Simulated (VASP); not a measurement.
# SnSe2 (P4/mmm) in VASP: relaxation of cell and atoms with PBE

Aim: the relaxation of cell and atoms of SnSe2 with PBE.

Everything below comes from runs of VASP 6.6.1. Logs are shortened: lines on timing, memory, paths and dates and some standing lists are left out, and cuts for length are marked.

**1. The cell of the first run**

Symmetry: P4/mmm, No. 123, tetragonal system. The conventional cell has a = 5.266 Å, b = 5.266 Å, c = 6.262 Å, α = 90.00°, β = 90.00°, γ = 90.00°. Sn (site symmetry 4/mmm) has 4 Se at 2.63 Å within 3.5 Å. Within 3.5 Å of Se (site symmetry mmm) lie 2 Sn at 2.63 Å.

The cell was generated, and may not be a known phase.

**2. Relaxation of cell and atoms, PBE**

Input file INCAR:

```
SYSTEM = SnSe2
PREC = Accurate
ENCUT = 600
EDIFF = 1E-6
ISMEAR = 0
SIGMA = 0.1
LREAL = .False.
LASPH = .True.
NELM = 80
ALGO = Normal
ISIF = 3
LWAVE = .False.
LCHARG = .False.
GGA = PE
IBRION = 2
NSW = 100
EDIFFG = -0.01
```

Input file KPOINTS:

```
Automatic mesh
0
Gamma
  10 10 8
  0 0 0
```

Input file POSCAR:

```
SnSe2
1.0
    5.2656369587      0.0000000000      0.0000000000
    0.0000000000      5.2656369587      0.0000000000
    0.0000000000      0.0000000000      6.2621989444
Sn Se
1 2
Direct
    0.0000000000      0.0000000000      0.0000000000
    0.0000000000      0.5000000000      0.0000000000
    0.5000000000      0.0000000000      0.0000000000
```

Potentials or basis: VASP PAW PBE potentials, release 64 (Sn_d, Se).

Launch:

```bash
$ cat potpaw_PBE.64/Sn_d/POTCAR potpaw_PBE.64/Se/POTCAR > POTCAR
$ mpirun -np 1 vasp_std > vasp.out
```

OUTCAR:

```text
SYSTEM = SnSe2
   PREC = Accurate
   ENCUT = 600
   EDIFF = 1E-6
   ISMEAR = 0
   LREAL = .False.
   LASPH = .True.
   NELM = 80
   ISIF = 3
   GGA = PE
   IBRION = 2
   NSW = 100
   EDIFFG = -0.01

 ion  position               nearest neighbor table
   1  0.000  0.000  0.000-   2 2.63   3 2.63   2 2.63   3 2.63
   2  0.000  0.500  0.000-   1 2.63   1 2.63
   3  0.500  0.000  0.000-   1 2.63   1 2.63

  LATTYP: Found a simple tetragonal cell.
 ALAT       =     5.2656369587
 C/A-ratio  =     1.1892576327

  Lattice vectors:

 A1 = (   5.2656369587,   0.0000000000,   0.0000000000)
 A2 = (   0.0000000000,   5.2656369587,   0.0000000000)
 A3 = (   0.0000000000,   0.0000000000,   6.2621989444)

Analysis of symmetry for initial positions (statically):
=====================================================================
 Subroutine PRICEL returns:
 Original cell was already a primitive cell.

 Routine SETGRP: Setting up the symmetry group for a
 simple tetragonal supercell.

 Subroutine GETGRP returns: Found 16 space group operations
 (whereof 16 operations were pure point group operations)
 out of a pool of 16 trial point group operations.

The static configuration has the point symmetry D_4h.

Analysis of symmetry for dynamics (positions and initial velocities):
=====================================================================
 Subroutine PRICEL returns:
 Original cell was already a primitive cell.

 Routine SETGRP: Setting up the symmetry group for a
 simple tetragonal supercell.

 Subroutine GETGRP returns: Found 16 space group operations
 (whereof 16 operations were pure point group operations)
 out of a pool of 16 trial point group operations.

The dynamic configuration has the point symmetry D_4h.

 Subroutine INISYM returns: Found 16 space group operations
 (whereof 16 operations are pure point group operations),
 and found     1 'primitive' translations

----------------------------------------------------------------------------------------

                                     Primitive cell

  volume of cell :     173.6316

  direct lattice vectors                    reciprocal lattice vectors
     5.265636959  0.000000000  0.000000000     0.189910548  0.000000000  0.000000000
     0.000000000  5.265636959  0.000000000     0.000000000  0.189910548  0.000000000
     0.000000000  0.000000000  6.262198944     0.000000000  0.000000000  0.159688315

  length of vectors
     5.265636959  5.265636959  6.262198944     0.189910548  0.189910548  0.159688315

  position of ions in fractional coordinates (direct lattice)
     0.000000000  0.000000000  0.000000000
     0.000000000  0.500000000  0.000000000
     0.500000000  0.000000000  0.000000000

  ion indices of the primitive-cell ions
   primitive index   ion index
                 1           1
                 2           2
                 3           3

----------------------------------------------------------------------------------------

 KPOINTS: Automatic mesh

Automatic generation of k-mesh.
 Grid dimensions read from file:
 generate k-points for:   10   10    8

 Generating k-lattice:

  Cartesian coordinates                     Fractional coordinates (reciprocal lattice)
     0.018991055  0.000000000  0.000000000     0.100000000  0.000000000  0.000000000
     0.000000000  0.018991055  0.000000000     0.000000000  0.100000000  0.000000000
     0.000000000  0.000000000  0.019961039     0.000000000  0.000000000  0.125000000

  Length of vectors
     0.018991055  0.018991055  0.019961039

  Shift w.r.t. Gamma in fractional coordinates (k-lattice)
     0.000000000  0.000000000  0.000000000

 Subroutine IBZKPT returns following result:
 ===========================================

 Found    105 irreducible k-points:

 Following reciprocal coordinates:
            Coordinates               Weight
  0.000000  0.000000  0.000000      1.000000
  0.100000  0.000000  0.000000      4.000000
  0.200000  0.000000  0.000000      4.000000
  0.300000  0.000000  0.000000      4.000000
  0.400000  0.000000  0.000000      4.000000
  0.500000  0.000000  0.000000      2.000000
[... 16 lines left out ...]
  0.100000  0.000000  0.125000      8.000000
  0.200000  0.000000  0.125000      8.000000
 [... further k-points ...]
   k-points           NKPTS =    105   k-points in BZ     NKDIM =    105   number of bands    NBANDS=     17
   number of dos      NEDOS =    301   number of ions     NIONS =      3
   total plane-waves  NPLWV =  88200
   dimension x,y,z NGX =    42 NGY =   42 NGZ =   50
   dimension x,y,z NGXF=    84 NGYF=   84 NGZF=  100
   ions per type =               1   2
   NGX,Y,Z   is equivalent  to a cutoff of  13.26, 13.26, 13.27 a.u.
   NGXF,Y,Z  is equivalent  to a cutoff of  26.52, 26.52, 26.55 a.u.
 SYSTEM =  SnSe2
   PREC   = accura    normal or accurate (medium, high low for compatibility)
   ISTART =      0    job   : 0-new  1-cont  2-samecut
   ICHARG =      2    charge: 1-file 2-atom 10-const
   ISPIN  =      1    spin polarized calculation?
   LNONCOLLINEAR =      F non collinear calculations
   LSORBIT =      F    spin-orbit coupling
   LASPH  =      T    aspherical Exc in radial PAW
   ENCUT  =  600.0 eV  44.10 Ry    6.64 a.u.  10.52 10.52 12.51*2*pi/ulx,y,z
   NELM   =     80;   NELMIN=  2; NELMDL= -5     # of ELM steps
   EDIFF  = 0.1E-05   stopping-criterion for ELM
   LREAL  =      F    real-space projection
   EDIFFG = -.1E-01   stopping-criterion for IOM
   NSW    =    100    number of steps for IOM
   IBRION =      2    ionic relax: 0-MD 1-quasi-New 2-CG
   NFREE  =      1    steps in history (QN), initial steepest desc. (CG)
   ISIF   =      3    stress and relaxation
   ISYM   =      2    0-nonsym 1-usesym 2-fastsym
   POTIM  = 0.5000    time-step for ionic-motion
   TEBEG  =    0.0;   TEEND  =   0.0 temperature during run
   PSTRESS=    0.0 pullay stress
   NELECT =      26.0000    total number of electrons
   NUPDOWN=      -1.0000    fix difference up-down
   EMIN   =  10.00;   EMAX   =-10.00  energy-range for DOS
   EFERMI =   0.00;   METHOD = LEGACY
   ISMEAR =     0;   SIGMA  =   0.10  broadening in eV -4-tet -1-fermi 0-gaus
   EFERMI_NEDOS =   21; number of points for ismear=-14 and -15
   IALGO  =     38    algorithm
   IMIX   =      4    mixing-type and parameters
     AMIX     =   0.40;   BMIX     =  1.00
     AMIX_MAG =   1.60;   BMIX_MAG =  1.00
  volume/ion in A,a.u.               =      57.88       390.57
  Fermi-wavevector in a.u.,A,eV,Ry     =   0.869340  1.642815 10.282633  0.755752
  Thomas-Fermi vector in A             =   1.988148
   LORBIT       =      0    0 simple, 1 ext, 2 COOP (PROOUT), +10 PAW based schemes
   GGA     = PE    functional components
   LHFCALC =     F    Hartree Fock is set to
   AEXX    =    0.0000 exact exchange contribution
   IVDW    =     0    specifies the selected vdW correction
   LEPSILON=     F    determine dielectric tensor
   LRPA    =     F    only Hartree local field effects (RPA)
 conjugate gradient relaxation of ions
 non-spin polarized calculation
 Gauss-broadening in eV      SIGMA  =   0.10
  energy-cutoff  :      600.00
  volume of cell :      173.63
 maximum number of plane-waves:      5861
   NGX = 21   NGY = 21   NGZ = 25

 number of electron      26.0000001 magnetization

 Free energy of the ion-electron system (eV)
  ---------------------------------------------------
  ext. energy  EPLUGINS =         0.00000000
  ---------------------------------------------------
  free energy    TOTEN  =        -9.79753742 eV

  energy without entropy =       -9.78724146  energy(sigma->0) =       -9.79238944

 E-fermi :  -1.2105     XC(G=0):  -5.7164

 val. band max:       -1.3252421358   @ k =   0.2000   0.1000   0.5000
 cond. band min:      -1.1934868945   @ k =   0.2000   0.2000   0.0000
 fundamental gap:      0.1317552414
 Fermi energy:        -1.2104533732

 k-point     1 :       0.0000    0.0000    0.0000
  band No.  band energies     occupation
      1     -22.9528      2.00000
      2     -22.8728      2.00000
      3     -22.8641      2.00000
      4     -22.8641      2.00000
      5     -22.7492      2.00000
      6     -13.9958      2.00000
[... 9 lines left out ...]
     16       2.6496      0.00000
     17       5.4796      0.00000

 k-point     2 :       0.1000    0.0000    0.0000
  band No.  band energies     occupation
      1     -22.9525      2.00000
      2     -22.8719      2.00000
      3     -22.8642      2.00000
      4     -22.8641      2.00000
      5     -22.7493      2.00000
      6     -13.9658      2.00000
[... 9 lines left out ...]
     16       2.7121      0.00000
     17       5.6105      0.00000

 k-point     3 :       0.2000    0.0000    0.0000
  band No.  band energies     occupation
      1     -22.9517      2.00000
      2     -22.8696      2.00000
      3     -22.8644      2.00000
      4     -22.8641      2.00000
      5     -22.7496      2.00000
      6     -13.8772      2.00000
[... 9 lines left out ...]
     16       2.8921      0.00000
     17       5.6874      0.00000

 k-point     4 :       0.3000    0.0000    0.0000
  band No.  band energies     occupation
      1     -22.9507      2.00000
      2     -22.8666      2.00000
      3     -22.8648      2.00000
      4     -22.8641      2.00000
      5     -22.7500      2.00000
      6     -13.7344      2.00000
[... 9 lines left out ...]
     16       3.1716      0.00000
     17       4.6149      0.00000

 k-point     5 :       0.4000    0.0000    0.0000
  band No.  band energies     occupation
      1     -22.9500      2.00000
      2     -22.8650      2.00000
      3     -22.8641      2.00000
      4     -22.8641      2.00000
      5     -22.7502      2.00000
      6     -13.5494      2.00000
[... 9 lines left out ...]
     16       3.1644      0.00000
     17       3.6143      0.00000

 k-point     6 :       0.5000    0.0000    0.0000
  band No.  band energies     occupation
      1     -22.9497      2.00000
      2     -22.8651      2.00000
      3     -22.8641      2.00000
      4     -22.8631      2.00000
      5     -22.7503      2.00000
      6     -13.3981      2.00000
[... 9 lines left out ...]
     16       2.4033      0.00000
     17       3.8944      0.00000

 k-point     7 :       0.1000    0.1000    0.0000
  band No.  band energies     occupation
      1     -22.9522      2.00000
      2     -22.8710      2.00000
      3     -22.8642      2.00000
      4     -22.8642      2.00000
      5     -22.7494      2.00000
      6     -13.9364      2.00000
[... 9 lines left out ...]
     16       2.7724      0.00000
     17       5.4998      0.00000

 k-point     8 :       0.2000    0.1000    0.0000
  band No.  band energies     occupation
      1     -22.9513      2.00000
      2     -22.8687      2.00000
      3     -22.8644      2.00000
      4     -22.8642      2.00000
      5     -22.7497      2.00000
      6     -13.8496      2.00000
[... 9 lines left out ...]
     16       2.9490      0.00000
     17       5.5016      0.00000
[... 203 lines left out ...]
      1     -22.9467      2.00000
      2     -22.8650      2.00000
      3     -22.8650      2.00000
      4     -22.8558      2.00000
      5     -22.7512      2.00000
      6     -13.2908      2.00000
[... 9 lines left out ...]
     16       2.4022      0.00000
     17       3.1751      0.00000

 k-point    20 :       0.5000    0.4000    0.0000
  band No.  band energies     occupation
      1     -22.9463      2.00000
      2     -22.8651      2.00000
      3     -22.8650      2.00000
      4     -22.8548      2.00000
      5     -22.7513      2.00000
      6     -13.2097      2.00000
[... 9 lines left out ...]
     16       1.7036      0.00000
     17       2.8943      0.00000

 k-point    21 :       0.5000    0.5000    0.0000
  band No.  band energies     occupation
      1     -22.9460      2.00000
      2     -22.8651      2.00000
      3     -22.8651      2.00000
      4     -22.8539      2.00000
      5     -22.7515      2.00000
      6     -13.1863      2.00000
[... 9 lines left out ...]
     16       1.5886      0.00000
     17       1.8598      0.00000

 k-point    22 :       0.0000    0.0000    0.1250
  band No.  band energies     occupation
      1     -22.9528      2.00000
      2     -22.8728      2.00000
      3     -22.8641      2.00000
      4     -22.8641      2.00000
      5     -22.7492      2.00000
      6     -13.9955      2.00000
[... 9 lines left out ...]
     16       2.8234      0.00000
     17       5.4569      0.00000

 k-point    23 :       0.1000    0.0000    0.1250
  band No.  band energies     occupation
      1     -22.9525      2.00000
      2     -22.8719      2.00000
      3     -22.8642      2.00000
      4     -22.8641      2.00000
      5     -22.7493      2.00000
      6     -13.9655      2.00000
[... 9 lines left out ...]
     16       2.8797      0.00000
     17       5.5767      0.00000

 k-point    24 :       0.2000    0.0000    0.1250
  band No.  band energies     occupation
      1     -22.9517      2.00000
      2     -22.8696      2.00000
      3     -22.8644      2.00000
      4     -22.8641      2.00000
      5     -22.7496      2.00000
      6     -13.8769      2.00000
[... 9 lines left out ...]
     16       3.0521      0.00000
     17       5.7418      0.00000

 [... further k-points ...]

------------------------ aborting loop because EDIFF is reached ----------------------------------------

  FORCE on cell =-STRESS in cart. coord.  units (eV):
  Direction    XX          YY          ZZ          XY          YZ          ZX
  --------------------------------------------------------------------------------------
  -------------------------------------------------------------------------------------
  Total        0.0227596      0.0227596     -0.0048902      0.0000000     -0.0000000      0.0000000
  in kB        0.2100134      0.2100134     -0.0451242      0.0000000     -0.0000000      0.0000000
  external PRESSURE =       0.1249675 kB  Pullay stress =       0.0000000 kB

 VOLUME and BASIS-vectors are now :
 -----------------------------------------------------------------------------
  energy-cutoff  :      600.00
  volume of cell :      173.63
      direct lattice vectors                 reciprocal lattice vectors
     5.265636959  0.000000000  0.000000000     0.189910548  0.000000000  0.000000000
     0.000000000  5.265636959  0.000000000     0.000000000  0.189910548  0.000000000
     0.000000000  0.000000000  6.262198944     0.000000000  0.000000000  0.159688315

 POSITION                                       TOTAL-FORCE (eV/Angst)
 -----------------------------------------------------------------------------------
      0.00000      0.00000      0.00000         0.000000      0.000000      0.000000
      0.00000      2.63282      0.00000         0.000000      0.000000      0.000000
      2.63282      0.00000      0.00000         0.000000      0.000000      0.000000
 -----------------------------------------------------------------------------------
    total drift:                                0.000000      0.000000     -0.000000

  FREE ENERGIE OF THE ION-ELECTRON SYSTEM (eV)
  ---------------------------------------------------
  free  energy   TOTEN  =        -9.7975374170 eV

  energy  without entropy=       -9.7872414585  energy(sigma->0) =       -9.79238944

 reached required accuracy - stopping structural energy minimisation
```

It took 3.3 min on 1 thread of AMD EPYC 9R45 (Zen 5), shared host; peak memory 0.53 GiB.

Results:

```
Free energy             : -9.7975 eV
Pressure after relaxing : 0.0 GPa
Band gap on the k mesh  : zero (bands 13 and 14 overlap by 0.99 eV)
```

Final structure:
```yaml
crystal:
  lattice:
    - [5.26564, 0.00000, 0.00000]
    - [0.00000, 5.26564, 0.00000]
    - [0.00000, 0.00000, 6.26220]
  atoms:
    - { symbol: Sn, position: [0.00000, 0.00000, 0.00000] }
    - { symbol: Se, position: [0.00000, 0.50000, 0.00000] }
    - { symbol: Se, position: [0.50000, 0.00000, 0.00000] }
```

Caveat: spin-orbit coupling is left out, which moves the levels of the heavy elements.

The gap in the log of VASP goes by the Fermi energy; the results here count the filled bands.